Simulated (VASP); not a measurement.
Write the native input for VASP 6.6.1 that does the following.

| Quantity | Value |
| --- | --- |
| Task | single point |
| Functional | PBE |
| Potentials or basis | VASP PAW PBE potentials, release 64 (Bi_d, Se) |
| Cutoff | 520 eV |
| k mesh | 8 × 8 × 8 |
| Occupations | fermi-dirac, width 0.02 eV |
| Spin | no spin polarisation |
| Dipole correction | no |
| Further INCAR settings | ALGO = Normal; EDIFF = 1e-07; NBANDS = 32 |

The structure of Bi2Se3 lies in POSCAR:

```
Bi2Se3
1.0
    2.0504717334      1.1838404072      9.8668528516
   -2.0504717334      1.1838404072      9.8668528516
    0.0000000000     -2.3676808144      9.8668528516
Bi Se
2 3
Direct
    0.3991641917      0.3991641917      0.3991641917
    0.6008358083      0.6008358083      0.6008358083
    0.2142211342      0.2142211342      0.2142211342
    0.7857788658      0.7857788658      0.7857788658
    0.0000000000      0.0000000000      0.0000000000
```

This cell differs from its parent crystal: epitaxial xy strain -1.0%.

One way to write it, as run:

INCAR

```
SYSTEM = Bi2Se3
PREC = Accurate ; ENCUT = 520
EDIFF = 1E-7 ; ISMEAR = -1
SIGMA = 0.02 ; LREAL = .FALSE.
LASPH = .TRUE. ; NELM = 100
ALGO = Normal ; ISIF = 2
LWAVE = .FALSE. ; LCHARG = .FALSE.
GGA = PE ; NBANDS = 32
```

KPOINTS

```
Automatic mesh
0
G
  8 8 8
  0 0 0
```

Potentials or basis: VASP PAW PBE potentials, release 64 (Bi_d, Se).

The run is started by

```sh
$ cat potpaw_PBE.64/Bi_d/POTCAR potpaw_PBE.64/Se/POTCAR > POTCAR
$ mpirun -np 1 vasp_std > vasp.out
```

Results of the run:

```yaml
Pressure: 2.8 GPa
Largest_force: 0.189 eV/Å
Band_gap_on_the_k_mesh: 0.41 eV
```

Caveat: the cell differs from its parent crystal (epitaxial xy strain -1.0%); spin-orbit coupling is left out, which moves the levels of the heavy elements.

Run time: 27 min on 1 thread of AMD EPYC 7R43 64-Core Processor (Zen 3) (shared host), peak memory 0.98 GiB.
